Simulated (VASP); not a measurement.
# Ta2N (P-3m1) in VASP: further runs, part 2 of 2

VASP 6.6.1. The steps go on from the part before.

**4. Single point, LDA (12.61 Å³/atom)**

This run uses another cell than the first one, of 12.61 Å³/atom.

INCAR

```
ALGO = Normal
EDIFF = 1E-6
ENCUT = 700
GGA_COMPAT = F
ISIF = 2
ISMEAR = 0
LASPH = T
LCHARG = F
LREAL = F
LWAVE = F
NBANDS = 22
NELM = 120
PREC = Accurate
SIGMA = 0.15
```

KPOINTS

```
k-points
0
Gamma
  18 18 10
```

POSCAR

```
Ta2N
1.0
    3.0889394892      0.0000000000      0.0000000000
   -1.5444697446      2.6751000684      0.0000000000
    0.0000000000      0.0000000000      4.5781172170
Ta N
2 1
Direct
    0.6666666667      0.3333333333      0.7466885012
    0.3333333333      0.6666666667      0.2533114988
    0.0000000000      0.0000000000      0.0000000000
```

Potentials or basis: VASP PAW LDA potentials, release 64 (Ta_sv_GW, N).

The run is started by

```
cat potpaw_LDA.64/Ta_sv_GW/POTCAR potpaw_LDA.64/N/POTCAR > POTCAR
mpirun -np 1 vasp_std > vasp.out
```

OUTCAR:

```text
EDIFF = 1E-6
   ENCUT = 700
   ISIF = 2
   ISMEAR = 0
   LASPH = T
   LREAL = F
   NELM = 120
   PREC = Accurate

 ion  position               nearest neighbor table
   1  0.667  0.333  0.747-   3 2.13   3 2.13   3 2.13   2 2.88   2 2.88   2 2.88   2 2.93   2 2.93
                             2 2.93
   2  0.333  0.667  0.253-   3 2.13   3 2.13   3 2.13   1 2.88   1 2.88   1 2.88   1 2.93   1 2.93
                             1 2.93
   3  0.000  0.000  0.000-   1 2.13   2 2.13   2 2.13   1 2.13   1 2.13   2 2.13

  LATTYP: Found a hexagonal cell.
 ALAT       =     3.0889394892
 C/A-ratio  =     1.4821000000

  Lattice vectors:

 A1 = (   3.0889394892,   0.0000000000,   0.0000000000)
 A2 = (  -1.5444697446,   2.6751000684,   0.0000000000)
 A3 = (   0.0000000000,   0.0000000000,   4.5781172170)

Analysis of symmetry for initial positions (statically):
=====================================================================
 Subroutine PRICEL returns:
 Original cell was already a primitive cell.
[... 169 lines left out ...]
  free energy    TOTEN  =       -42.57045370 eV

  energy without entropy =      -42.55904917  energy(sigma->0) =      -42.56475144

 E-fermi :  12.5963     XC(G=0): -13.8946

 val. band max:       12.5944045960   @ k =   0.1667   0.0556   0.2000
 cond. band min:      12.5990492226   @ k =  -0.1667  -0.4444   0.3000
 fundamental gap:      0.0046446266
 Fermi energy:        12.5963195788

 k-point     1 :       0.0000    0.0000    0.0000
  band No.  band energies     occupation
      1     -55.4213      2.00000
      2     -55.2840      2.00000
      3     -22.8982      2.00000
      4     -21.9763      2.00000
      5     -21.9763      2.00000
      6     -21.7653      2.00000
[... 589 lines left out ...]
     21      17.6023      0.00000
     22      18.0875      0.00000

 [... further k-points ...]

------------------------ aborting loop because EDIFF is reached ----------------------------------------

  FORCE on cell =-STRESS in cart. coord.  units (eV):
  Direction    XX          YY          ZZ          XY          YZ          ZX
  --------------------------------------------------------------------------------------
  -------------------------------------------------------------------------------------
  Total        1.3797678      1.3797678      4.6722496      0.0000000     -0.0000000      0.0000000
  in kB       58.4359692     58.4359692    197.8792581      0.0000000     -0.0000000      0.0000000
  external PRESSURE =     104.9170655 kB  Pullay stress =       0.0000000 kB

 VOLUME and BASIS-vectors are now :
 -----------------------------------------------------------------------------
  energy-cutoff  :      700.00
  volume of cell :       37.83
      direct lattice vectors                 reciprocal lattice vectors
     3.088939489  0.000000000  0.000000000     0.323735704  0.186908896  0.000000000
    -1.544469745  2.675100068  0.000000000     0.000000000  0.373817792  0.000000000
     0.000000000  0.000000000  4.578117217     0.000000000  0.000000000  0.218430405

 POSITION                                       TOTAL-FORCE (eV/Angst)
 -----------------------------------------------------------------------------------
      1.54447      0.89170      3.41843         0.000000      0.000000      0.174929
     -0.00000      1.78340      1.15969         0.000000     -0.000000     -0.174929
      0.00000      0.00000      0.00000        -0.000000      0.000000      0.000000
 -----------------------------------------------------------------------------------
    total drift:                               -0.000000      0.000000      0.000000

  FREE ENERGIE OF THE ION-ELECTRON SYSTEM (eV)
  ---------------------------------------------------
  free  energy   TOTEN  =       -42.5704537043 eV

  energy  without entropy=      -42.5590491714  energy(sigma->0) =      -42.56475144
```

OSZICAR:

```text
N       E                     dE             d eps       ncg     rms          rms(c)
DAV:   1     0.297294101490E+03    0.29729E+03   -0.22474E+04 14528   0.178E+03
DAV:   2    -0.279947039654E+02   -0.32529E+03   -0.31130E+03 18302   0.428E+02
DAV:   3    -0.466666449661E+02   -0.18672E+02   -0.18425E+02 19480   0.984E+01
DAV:   4    -0.472120976565E+02   -0.54545E+00   -0.54504E+00 18290   0.145E+01
DAV:   5    -0.472187911384E+02   -0.66935E-02   -0.66921E-02 20176   0.154E+00    0.972E+01
DAV:   6    -0.430345380021E+02    0.41843E+01   -0.18178E+01 16454   0.247E+01    0.767E+01
DAV:   7    -0.429488885540E+02    0.85649E-01   -0.56914E+00 15294   0.146E+01    0.379E+00
DAV:   8    -0.425736277558E+02    0.37526E+00   -0.14321E+00 16632   0.709E+00    0.487E+00
DAV:   9    -0.425712054286E+02    0.24223E-02   -0.11549E-01 16752   0.227E+00    0.361E+00
DAV:  10    -0.425708639250E+02    0.34150E-03   -0.28707E-03 17082   0.377E-01    0.288E+00
DAV:  11    -0.425708791151E+02   -0.15190E-04   -0.82216E-04 17532   0.243E-01    0.163E+00
DAV:  12    -0.425704988398E+02    0.38028E-03   -0.28170E-03 16134   0.407E-01    0.208E+00
DAV:  13    -0.425704631105E+02    0.35729E-04   -0.12222E-04 16596   0.742E-02    0.104E+00
DAV:  14    -0.425704566893E+02    0.64212E-05   -0.16473E-05 17522   0.256E-02    0.392E-01
DAV:  15    -0.425704536976E+02    0.29917E-05   -0.10753E-05 14004   0.213E-02    0.160E-01
DAV:  16    -0.425704537043E+02   -0.66880E-08   -0.64807E-07  8532   0.607E-03
   1 F= -.42570454E+02 E0= -.42564751E+02  d E =-.114045E-01
```

stdout:

```text
POSCAR found type information on POSCAR TaN
 POSCAR found :  2 types and       3 ions
 scaLAPACK will be used
 LDA part: xc-table for (Slater(with rela. corr.)+CA(PZ))
 , standard interpolation
 POSCAR, INCAR and KPOINTS ok, starting setup
 FFT: planning ... GRIDC
 FFT: planning ... GRID_SOFT
 FFT: planning ... GRID
 WAVECAR not read
 entering main loop
```

Wall time 2.6 min (1 thread of Intel Xeon 6975P-C (Granite Rapids), shared host); peak memory 0.49 GiB.

Results:

```yaml
Free_energy: -42.5705 eV
Pressure: 10.5 GPa
Largest_force: 0.175 eV/Å
Band_gap_on_the_k_mesh: zero (an odd number of electrons rules out a gap without spin polarisation)
```

Forces on the atoms (eV/Å):
```
Ta   0.000  0.000  0.175
Ta   0.000  0.000 -0.175
N    0.000  0.000  0.000
```

Caveat: the stress differs along the axes, from 6 to 20 GPa; spin-orbit coupling is left out, which moves the levels of the heavy elements.

**5. Single point, LDA (12.96 Å³/atom)**

INCAR

```
ALGO     = Normal         # electronic algorithm
EDIFF    = 1E-6           # SCF threshold, eV
ENCUT    = 700            # plane-wave cutoff, eV
GGA_COMPAT= False        
ISIF     = 2              # what is computed and relaxed
ISMEAR   = 0              # smearing method
LASPH    = True           # aspherical terms in the spheres
LCHARG   = False          # write CHGCAR
LREAL    = False          # projectors in reciprocal space
LWAVE    = False          # write WAVECAR
NBANDS   = 22             # bands
NELM     = 120            # most SCF steps
PREC     = Accurate       # precision mode
SIGMA    = 0.15           # smearing width, eV
```

KPOINTS is that of step 4.

POSCAR

```
Ta2N
1.0
    2.9811006896      0.0000000000      0.0000000000
   -1.4905503448      2.5817089285      0.0000000000
    0.0000000000      0.0000000000      5.0499845683
Ta N
2 1
Direct
    0.6666666667      0.3333333333      0.7466885012
    0.3333333333      0.6666666667      0.2533114988
    0.0000000000      0.0000000000      0.0000000000
```

The run is started by

```
cat potpaw_LDA.64/Ta_sv_GW/POTCAR potpaw_LDA.64/N/POTCAR > POTCAR
mpirun -np 1 vasp_std > vasp.out
```

It took 6.1 min on 1 thread of Intel Xeon Platinum 8259CL at 2.50GHz (Skylake/Cascade Lake), shared host; peak memory 0.5 GiB.

The run converged. Its results:

```yaml
Free_energy: -42.5516 eV
Pressure: 1.6 GPa
Largest_force: 0.649 eV/Å
Band_gap_on_the_k_mesh: zero (an odd number of electrons rules out a gap without spin polarisation)
```

Forces in eV/Å, atoms in the order of the input:
```
Ta   0.000  0.000 -0.649
Ta   0.000  0.000  0.649
N    0.000  0.000  0.000
```

Stress tensor (GPa, compression positive):
```
 7.25  0.00  0.00
 0.00  7.25  0.00
 0.00  0.00 -9.74
```

Levels at points of the mesh, in eV from the Fermi level:
| k point | band 13 | band 14 | band 15 | band 16 | band 17 | band 18 | band 19 | band 20 |
| --- | --- | --- | --- | --- | --- | --- | --- | --- |
| (0.00, 0.00, 0.00) | -4.87 | -1.38 | -0.22 | -0.22 | 0.28 | 0.93 | 0.93 | 1.34 |
| (0.50, 0.00, 0.00) | -4.74 | -2.29 | -1.02 | 0.94 | 2.77 | 4.06 | 4.40 | 4.44 |
| (0.00, 0.00, 0.50) | -3.39 | -2.83 | -0.82 | -0.82 | 1.48 | 2.44 | 2.44 | 2.45 |
| (0.50, 0.00, 0.50) | -3.68 | -1.86 | -1.84 | -0.48 | 1.17 | 4.18 | 4.40 | 4.58 |

Caveat: the stress differs along the axes, from -10 to 7 GPa; spin-orbit coupling is left out, which moves the levels of the heavy elements.

**6. Single point, LDA (13.65 Å³/atom)**

This run uses another cell than the first one, of 13.65 Å³/atom.

INCAR

```
  ALGO = Normal
  EDIFF = 1E-6
  ENCUT = 700
  GGA = CA
  GGA_COMPAT = F
  ISIF = 2
  ISMEAR = 0
  LASPH = T
  LCHARG = T
  LELF = T
  LREAL = F
  LVHAR = T
  LWAVE = F
  NBANDS = 22
  NELM = 120
  PREC = Accurate
  SIGMA = 0.15
```

KPOINTS is that of step 5.

POSCAR

```
Ta2N
1.0
    3.1713158216      0.0000000000      0.0000000000
   -1.5856579108      2.7464400649      0.0000000000
    0.0000000000      0.0000000000      4.7002071792
Ta N
2 1
Direct
    0.6666666667      0.3333333333      0.7466885012
    0.3333333333      0.6666666667      0.2533114988
    0.0000000000      0.0000000000      0.0000000000
```

Potentials or basis: VASP PAW LDA potentials, release 64 (Ta_sv_GW, N).

The run is started by

```
cat potpaw_LDA.64/Ta_sv_GW/POTCAR potpaw_LDA.64/N/POTCAR > POTCAR
mpirun -np 1 vasp_std > vasp.out
```

Wall time 6.1 min (1 thread of Intel Xeon Platinum 8559C (Emerald Rapids), shared host); peak memory 0.5 GiB.

Results (log left out):

```
Free energy            : -42.5296 eV
Pressure               : -13.6 GPa
Largest force          : 0.642 eV/Å
Band gap on the k mesh : zero (an odd number of electrons rules out a gap without spin polarisation)
```

Forces in eV/Å, atoms in the order of the input:
```
Ta   0.000  0.000  0.642
Ta   0.000  0.000 -0.642
N    0.000  0.000  0.000
```

Stress tensor (GPa, compression positive):
```
-17.41   0.00   0.00
  0.00 -17.41   0.00
  0.00   0.00  -5.86
```

Levels at points of the mesh, in eV from the Fermi level:
```csv
k point,band 13,band 14,band 15,band 16,band 17,band 18
"(0.00, 0.00, 0.00)",-4.61,-0.21,-0.21,-0.13,-0.07,-0.07
"(0.50, 0.00, 0.00)",-4.42,-2.57,-1.33,1.49,2.44,3.47
"(0.00, 0.00, 0.50)",-2.32,-2.25,-1.33,-1.33,1.87,2.05
"(0.50, 0.00, 0.50)",-3.01,-2.05,-2.02,0.15,0.60,2.82
```

Caveat: the stress differs along the axes, from -17 to -6 GPa; spin-orbit coupling is left out, which moves the levels of the heavy elements.

**7. Summary**

```tsv
cell	gap on the mesh (eV)	pressure (GPa)	largest force (eV/Å)
a = 3.145, b = 3.145, c = 4.538 Å, angles 90.0, 90.0, 120.0°, 3 atoms	none	1.7	0.55
a = 3.088, b = 3.088, c = 4.958 Å, angles 90.0, 90.0, 120.0°, 3 atoms	none	-13.9	0.12
a = 3.089, b = 3.089, c = 4.578 Å, angles 90.0, 90.0, 120.0°, 3 atoms	none	10.5	0.17
a = 2.981, b = 2.981, c = 5.050 Å, angles 90.0, 90.0, 120.0°, 3 atoms	none	1.6	0.65
a = 3.171, b = 3.171, c = 4.700 Å, angles 90.0, 90.0, 120.0°, 3 atoms	none	-13.6	0.64
```

Alike in all rows: task single point; level LDA; potentials or basis VASP PAW LDA potentials, release 64 (Ta_sv_GW, N); no spin polarisation; k mesh 18 × 18 × 10; cutoff (eV) 700; smearing gaussian 0.15 eV.

Caveats: spin-orbit coupling is left out, which moves the levels of the heavy elements; the stress differs along the axes, from -5 to 15 GPa (at least some runs); the stress differs along the axes, from -18 to -12 GPa (at least some runs); the stress differs along the axes, from 6 to 20 GPa (at least some runs); the stress differs along the axes, from -10 to 7 GPa (at least some runs); the stress differs along the axes, from -17 to -6 GPa (at least some runs).

Absolute energies hang on the potentials; compare differences alone.

The gap in the log of VASP goes by the Fermi energy; the results here count the filled bands.